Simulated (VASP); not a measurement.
# Pb (Im-3m) in VASP: a series of runs

Runs on Pb. Level: PBEsol+D3(BJ). Tasks: single point.

Program: VASP 6.6.1. These are calculated values, not measurements. Logs are shortened: lines on timing, memory, paths and dates and some standing lists are left out, and cuts for length are marked.

### 1 The cell of the first run

Symmetry: Im-3m, No. 229, cubic system. Conventional cell: a = 3.849 Å, b = 3.849 Å, c = 3.849 Å, α = 90.00°, β = 90.00°, γ = 90.00°. Pb (site symmetry m-3m) has 14 Pb at 3.33 to 3.85 Å within 4.4 Å.

### 2 Single point, PBEsol+D3(BJ)

File INCAR:

```
  ALGO = Normal
  EDIFF = 1E-6
  ENCUT = 520
  GGA = PS
  ISIF = 2
  ISMEAR = -1
  IVDW = 12
  LASPH = T
  LCHARG = F
  LREAL = F
  LWAVE = F
  NBANDS = 13
  NELM = 100
  PREC = Accurate
  SIGMA = 0.3
```

File KPOINTS:

```
k-points
0
Gamma
  7 7 7
```

File POSCAR:

```
Pb
1.0
   -1.9244715393      1.9244715393      1.9244715393
    1.9244715393     -1.9244715393      1.9244715393
    1.9244715393      1.9244715393     -1.9244715393
Pb
1
Direct
    0.0000000000      0.0000000000      0.0000000000
```

Potentials or basis: VASP PAW PBE potentials, release 64 (Pb_d).

Launch:

```console
$ cat potpaw_PBE.64/Pb_d/POTCAR > POTCAR
$ mpirun -np 1 vasp_std > vasp.out
```

OUTCAR:

```text
EDIFF = 1E-6
   ENCUT = 520
   GGA = PS
   ISIF = 2
   ISMEAR = -1
   IVDW = 12
   LASPH = T
   LREAL = F
   NELM = 100
   PREC = Accurate
 IVDW          = 12

 ion  position               nearest neighbor table
   1  0.000  0.000  0.000-

  LATTYP: Found a body centered cubic cell.
 ALAT       =     3.8489430786

  Lattice vectors:

 A1 = (  -1.9244715393,   1.9244715393,   1.9244715393)
 A2 = (   1.9244715393,  -1.9244715393,   1.9244715393)
 A3 = (   1.9244715393,   1.9244715393,  -1.9244715393)

Analysis of symmetry for initial positions (statically):
=====================================================================
 Subroutine PRICEL returns:
 Original cell was already a primitive cell.

 Routine SETGRP: Setting up the symmetry group for a
 body centered cubic supercell.

 Subroutine GETGRP returns: Found 48 space group operations
 (whereof 48 operations were pure point group operations)
 out of a pool of 48 trial point group operations.

The static configuration has the point symmetry O_h .

Analysis of symmetry for dynamics (positions and initial velocities):
=====================================================================
 Subroutine PRICEL returns:
 Original cell was already a primitive cell.

 Routine SETGRP: Setting up the symmetry group for a
 body centered cubic supercell.

 Subroutine GETGRP returns: Found 48 space group operations
 (whereof 48 operations were pure point group operations)
 out of a pool of 48 trial point group operations.

The dynamic configuration has the point symmetry O_h .

 Subroutine INISYM returns: Found 48 space group operations
 (whereof 48 operations are pure point group operations),
 and found     1 'primitive' translations

----------------------------------------------------------------------------------------

                                     Primitive cell

  volume of cell :      28.5098

  direct lattice vectors                    reciprocal lattice vectors
    -1.924471539  1.924471539  1.924471539     0.000000000  0.259811585  0.259811585
     1.924471539 -1.924471539  1.924471539     0.259811585  0.000000000  0.259811585
     1.924471539  1.924471539 -1.924471539     0.259811585  0.259811585  0.000000000

  length of vectors
     3.333282484  3.333282484  3.333282484     0.367429066  0.367429066  0.367429066

  position of ions in fractional coordinates (direct lattice)
     0.000000000  0.000000000  0.000000000

  ion indices of the primitive-cell ions
   primitive index   ion index
                 1           1

----------------------------------------------------------------------------------------

 KPOINTS: k-points

Automatic generation of k-mesh.
 Grid dimensions read from file:
 generate k-points for:    7    7    7

 Generating k-lattice:

  Cartesian coordinates                     Fractional coordinates (reciprocal lattice)
     0.000000000  0.037115941  0.037115941     0.142857143  0.000000000  0.000000000
     0.037115941  0.000000000  0.037115941     0.000000000  0.142857143  0.000000000
     0.037115941  0.037115941  0.000000000     0.000000000  0.000000000  0.142857143

  Length of vectors
     0.052489867  0.052489867  0.052489867

  Shift w.r.t. Gamma in fractional coordinates (k-lattice)
     0.000000000  0.000000000  0.000000000

 Subroutine IBZKPT returns following result:
 ===========================================

 Found     20 irreducible k-points:

 Following reciprocal coordinates:
            Coordinates               Weight
  0.000000  0.000000  0.000000      1.000000
  0.142857  0.000000  0.000000     12.000000
  0.285714  0.000000  0.000000     12.000000
  0.428571  0.000000  0.000000     12.000000
  0.142857  0.142857  0.000000     24.000000
  0.285714  0.142857  0.000000     48.000000
[... 12 lines left out ...]
 -0.428571 -0.428571  0.285714      8.000000
 -0.428571  0.428571  0.428571      6.000000
   k-points           NKPTS =     20   k-points in BZ     NKDIM =     20   number of bands    NBANDS=     13
   number of dos      NEDOS =    301   number of ions     NIONS =      1
   total plane-waves  NPLWV =  21952
   dimension x,y,z NGX =    28 NGY =   28 NGZ =   28
   dimension x,y,z NGXF=    56 NGYF=   56 NGZF=   56
   ions per type =               1
   NGX,Y,Z   is equivalent  to a cutoff of  13.96, 13.96, 13.96 a.u.
   NGXF,Y,Z  is equivalent  to a cutoff of  27.93, 27.93, 27.93 a.u.
 SYSTEM =  unknown system
   PREC   = accura    normal or accurate (medium, high low for compatibility)
   ISTART =      0    job   : 0-new  1-cont  2-samecut
   ICHARG =      2    charge: 1-file 2-atom 10-const
   ISPIN  =      1    spin polarized calculation?
   LNONCOLLINEAR =      F non collinear calculations
   LSORBIT =      F    spin-orbit coupling
   LASPH  =      T    aspherical Exc in radial PAW
   ENCUT  =  520.0 eV  38.22 Ry    6.18 a.u.   6.20  6.20  6.20*2*pi/ulx,y,z
   NELM   =    100;   NELMIN=  2; NELMDL= -5     # of ELM steps
   EDIFF  = 0.1E-05   stopping-criterion for ELM
   LREAL  =      F    real-space projection
   EDIFFG = 0.1E-04   stopping-criterion for IOM
   NSW    =      0    number of steps for IOM
   IBRION =     -1    ionic relax: 0-MD 1-quasi-New 2-CG
   NFREE  =      0    steps in history (QN), initial steepest desc. (CG)
   ISIF   =      2    stress and relaxation
   ISYM   =      2    0-nonsym 1-usesym 2-fastsym
   POTIM  = 0.5000    time-step for ionic-motion
   TEBEG  =    0.0;   TEEND  =   0.0 temperature during run
   PSTRESS=    0.0 pullay stress
   NELECT =      14.0000    total number of electrons
   NUPDOWN=      -1.0000    fix difference up-down
   EMIN   =  10.00;   EMAX   =-10.00  energy-range for DOS
   EFERMI =   0.00;   METHOD = LEGACY
   ISMEAR =    -1;   SIGMA  =   0.30  broadening in eV -4-tet -1-fermi 0-gaus
   EFERMI_NEDOS =   21; number of points for ismear=-14 and -15
   IALGO  =     38    algorithm
   IMIX   =      4    mixing-type and parameters
     AMIX     =   0.40;   BMIX     =  1.00
     AMIX_MAG =   1.60;   BMIX_MAG =  1.00
  volume/ion in A,a.u.               =      28.51       192.39
  Fermi-wavevector in a.u.,A,eV,Ry     =   1.291574  2.440721 22.696747  1.668164
  Thomas-Fermi vector in A             =   2.423336
   LORBIT       =      0    0 simple, 1 ext, 2 COOP (PROOUT), +10 PAW based schemes
   GGA     = PS    functional components
   LHFCALC =     F    Hartree Fock is set to
   AEXX    =    0.0000 exact exchange contribution
   IVDW    =    12    specifies the selected vdW correction
   LEPSILON=     F    determine dielectric tensor
   LRPA    =     F    only Hartree local field effects (RPA)
 non-spin polarized calculation
  energy-cutoff  :      520.00
  volume of cell :       28.51
 maximum number of plane-waves:       772
 NGX is ok and might be reduce to    28
   NGX = 13   NGY = 13   NGZ = 13

 number of electron      13.9999997 magnetization

 Free energy of the ion-electron system (eV)
  ---------------------------------------------------
  ext. energy  EPLUGINS =         0.00000000
  ---------------------------------------------------
  free energy    TOTEN  =        -4.05038198 eV

  energy without entropy =       -3.90511941  energy(sigma->0) =       -3.97775070

 E-fermi :   7.8558     XC(G=0): -10.6445

 val. band max:        7.6375953638   @ k =  -0.4286   0.4286   0.4286
 cond. band min:       7.9365600862   @ k =   0.2857   0.0000   0.0000
 fundamental gap:      0.2989647224
 Fermi energy:         7.8557946543

 k-point     1 :       0.0000    0.0000    0.0000
  band No.  band energies     occupation
      1      -9.2967      2.00000
      2      -9.2967      2.00000
      3      -9.2967      2.00000
      4      -9.0093      2.00000
      5      -9.0093      2.00000
      6      -4.3963      2.00000
      7      16.0204      0.00000
      8      16.0204      0.00000
      9      16.0204      0.00000
     10      19.0077      0.00000
     11      19.0077      0.00000
     12      19.0077      0.00000
     13      20.6619      0.00000

 k-point     2 :       0.1429    0.0000    0.0000
  band No.  band energies     occupation
      1      -9.3166      2.00000
      2      -9.2767      2.00000
      3      -9.2126      2.00000
      4      -9.0299      2.00000
      5      -9.0108      2.00000
      6      -3.9521      2.00000
      7      12.5916      0.00000
      8      14.7195      0.00000
      9      15.3544      0.00000
     10      17.5443      0.00000
     11      18.3429      0.00000
     12      18.9793      0.00000
     13      21.7180      0.00000

 k-point     3 :       0.2857    0.0000    0.0000
  band No.  band energies     occupation
      1      -9.3611      2.00000
      2      -9.2695      2.00000
      3      -9.0491      2.00000
      4      -9.0178      2.00000
      5      -9.0139      2.00000
      6      -2.6236      2.00000
      7       7.9366      0.86620
      8      12.7889      0.00000
      9      14.0715      0.00000
     10      16.3546      0.00000
     11      17.5386      0.00000
     12      20.1198      0.00000
     13      22.1833      0.00000
[... 241 lines left out ...]
 k-point    19 :      -0.4286   -0.4286    0.2857
  band No.  band energies     occupation
      1      -9.2978      2.00000
      2      -9.2978      2.00000
      3      -9.0516      2.00000
      4      -8.8963      2.00000
      5      -8.8963      2.00000
      6       1.7437      2.00000
      7       6.4599      1.98111
      8       6.4599      1.98111
      9      10.1433      0.00098
     10      14.3898      0.00000
     11      14.3898      0.00000
     12      21.7191      0.00000
     13      25.2702      0.00000

 k-point    20 :      -0.4286    0.4286    0.4286
  band No.  band energies     occupation
      1      -9.3559      2.00000
      2      -9.3380      2.00000
      3      -8.9047      2.00000
      4      -8.9047      2.00000
      5      -8.8957      2.00000
      6       2.2816      2.00000
      7       7.2820      1.74261
      8       7.6376      1.34844
      9       7.6376      1.34844
     10      12.6023      0.00000
     11      13.7289      0.00000
     12      24.2561      0.00000
     13      26.6311      0.00000

------------------------ aborting loop because EDIFF is reached ----------------------------------------

 Edisp (eV)   -0.47065

 E8    (eV) :    -0.3441

  FORCE on cell =-STRESS in cart. coord.  units (eV):
  Direction    XX          YY          ZZ          XY          YZ          ZX
  --------------------------------------------------------------------------------------
  -------------------------------------------------------------------------------------
  Total      -0.06107    -0.06107    -0.06107     0.00000    -0.00000     0.00000
  in kB      -3.43199    -3.43199    -3.43199     0.00000    -0.00000     0.00000
  external pressure =       -3.43 kB  Pullay stress =        0.00 kB

 VOLUME and BASIS-vectors are now :
 -----------------------------------------------------------------------------
  energy-cutoff  :      520.00
  volume of cell :       28.51
      direct lattice vectors                 reciprocal lattice vectors
    -1.924471539  1.924471539  1.924471539     0.000000000  0.259811585  0.259811585
     1.924471539 -1.924471539  1.924471539     0.259811585  0.000000000  0.259811585
     1.924471539  1.924471539 -1.924471539     0.259811585  0.259811585  0.000000000

 POSITION                                       TOTAL-FORCE (eV/Angst)
 -----------------------------------------------------------------------------------
      0.00000      0.00000      0.00000         0.000000     -0.000000      0.000000
 -----------------------------------------------------------------------------------
    total drift:                               -0.000000     -0.000000     -0.000000

  FREE ENERGIE OF THE ION-ELECTRON SYSTEM (eV)
  ---------------------------------------------------
  free  energy   TOTEN  =        -4.5210352882 eV

  energy  without entropy=       -4.3757727255  energy(sigma->0) =       -4.44840401
```

It used 6 s of CPU time on 1 thread of Intel Xeon 6975P-C, with other jobs on the host.

Results:

| Item | Value |
| --- | --- |
| Free energy | -4.5210 eV |
| Pressure | -0.3 GPa |
| Band gap on the k mesh | zero (band 7 reaches 16.02 eV, above the bottom of band 8 at 5.96 eV) |
| Dispersion energy per atom | -0.471 eV |

Levels at points of the mesh, in eV from the Fermi level:
```
           k point  band 4  band 5  band 6  band 7  band 8  band 9  band 10  band 11
(0.00, 0.00, 0.00)  -16.87  -16.87  -12.25    8.16    8.16    8.16    11.15    11.15
```

Caveat: three body term missing; the PAW data sets were made with another functional, which shifts forces and pressure a little; spin-orbit coupling is left out, which moves the levels of the heavy elements; pairwise dispersion overbinds metals, which lowers pressure and volume.

### 3 Single point, PBEsol+D3(BJ)

This run uses another cell than the first one, of 31.03 Å³/atom, 1.089 times its volume.

File INCAR:

```
SYSTEM = Pb
PREC = Accurate
ENCUT = 520
EDIFF = 1E-7
ISMEAR = -1
SIGMA = 0.3
LREAL = .False.
LASPH = .True.
NELM = 60
ALGO = Normal
ISIF = 2
LWAVE = .False.
LCHARG = .False.
GGA = PS
IVDW = 12
NBANDS = 13
```

File KPOINTS:

```
Automatic mesh
0
Gamma
  7 7 7
  0 0 0
```

File POSCAR:

```
Pb
1.0
   -1.9796600000      1.9796600000      1.9796600000
    1.9796600000     -1.9796600000      1.9796600000
    1.9796600000      1.9796600000     -1.9796600000
Pb
1
Direct
    0.0000000000      0.0000000000      0.0000000000
```

Potentials or basis: VASP PAW PBE potentials, release 64 (Pb_d).

Launch:

```console
$ cat potpaw_PBE.64/Pb_d/POTCAR > POTCAR
$ mpirun -np 1 vasp_std > vasp.out
```

Wall time 9.6 s (1 thread of Intel Xeon 6975P-C, shared host); peak memory 0.16 GiB.

Results (log left out):

| Property | Result |
| --- | --- |
| Free energy | -4.4864 eV |
| Pressure | -3.9 GPa |
| Band gap on the k mesh | zero (band 7 reaches 14.28 eV, above the bottom of band 8 at 5.19 eV) |
| Dispersion energy per atom | -0.431 eV |

Levels at points of the mesh, in eV from the Fermi level:
```csv
k point,band 3,band 4,band 5,band 6,band 7,band 8,band 9,band 10,band 11,band 12
"(0.00, 0.00, 0.00)",-17.04,-16.82,-16.82,-11.63,7.42,7.42,7.42,11.06,11.06,11.06
```

Caveat: three body term missing; the PAW data sets were made with another functional, which shifts forces and pressure a little; spin-orbit coupling is left out, which moves the levels of the heavy elements; pairwise dispersion overbinds metals, which lowers pressure and volume.

### 4 Single point, PBEsol+D3(BJ)

File INCAR:

```
ALGO = Normal
EDIFF = 1E-7
ENCUT = 520
GGA = PS
ISIF = 2
ISMEAR = -1
IVDW = 12
LASPH = T
LCHARG = T
LELF = T
LREAL = F
LVHAR = T
LWAVE = F
NBANDS = 13
NELM = 100
PREC = Accurate
SIGMA = 0.3
```

File KPOINTS:

```
k-points
0
Gamma
  9 9 9
```

File POSCAR:

```
Pb
1.0
   -1.9244715393      1.9244715393      1.9244715393
    1.9244715393     -1.9244715393      1.9244715393
    1.9244715393      1.9244715393     -1.9244715393
Pb
1
Direct
    0.0000000000      0.0000000000      0.0000000000
```

Launch:

```console
$ cat potpaw_PBE.64/Pb_d/POTCAR > POTCAR
$ mpirun -np 1 vasp_std > vasp.out
```

Wall time 12 s (1 thread of Intel Xeon 6975P-C, shared host); peak memory 0.17 GiB.

Results (log left out):

| Item | Value |
| --- | --- |
| Free energy | -4.4968 eV |
| Pressure | 0.0 GPa |
| Band gap on the k mesh | zero (band 7 reaches 16.02 eV, above the bottom of band 8 at 5.57 eV) |
| Dispersion energy per atom | -0.471 eV |

Levels at points of the mesh, in eV from the Fermi level:
| k point | band 3 | band 4 | band 5 | band 6 | band 7 | band 8 | band 9 | band 10 | band 11 | band 12 |
| --- | --- | --- | --- | --- | --- | --- | --- | --- | --- | --- |
| (0.00, 0.00, 0.00) | -17.09 | -16.80 | -16.80 | -12.19 | 8.23 | 8.23 | 8.23 | 11.22 | 11.22 | 11.22 |

Caveat: three body term missing; the PAW data sets were made with another functional, which shifts forces and pressure a little; spin-orbit coupling is left out, which moves the levels of the heavy elements; pairwise dispersion overbinds metals, which lowers pressure and volume.

### 5 Summary

| cell | k mesh | gap on the mesh (eV) | pressure (GPa) |
| --- | --- | --- | --- |
| a = 3.333 Å, angles 109.5°, 1 atom | 7 × 7 × 7 | none | -0.3 |
| a = 3.429 Å, angles 109.5°, 1 atom | 7 × 7 × 7 | none | -3.9 |
| a = 3.333 Å, angles 109.5°, 1 atom | 9 × 9 × 9 | none | 0.0 |

Alike in all rows: task single point; level PBEsol+D3(BJ); potentials or basis VASP PAW PBE potentials, release 64 (Pb_d); no spin polarisation; cutoff (eV) 520; smearing fermi-dirac 0.3 eV.

Caveats: three body term missing; the PAW data sets were made with another functional, which shifts forces and pressure a little; spin-orbit coupling is left out, which moves the levels of the heavy elements; pairwise dispersion overbinds metals, which lowers pressure and volume.

Absolute energies hang on the potentials; compare differences alone.
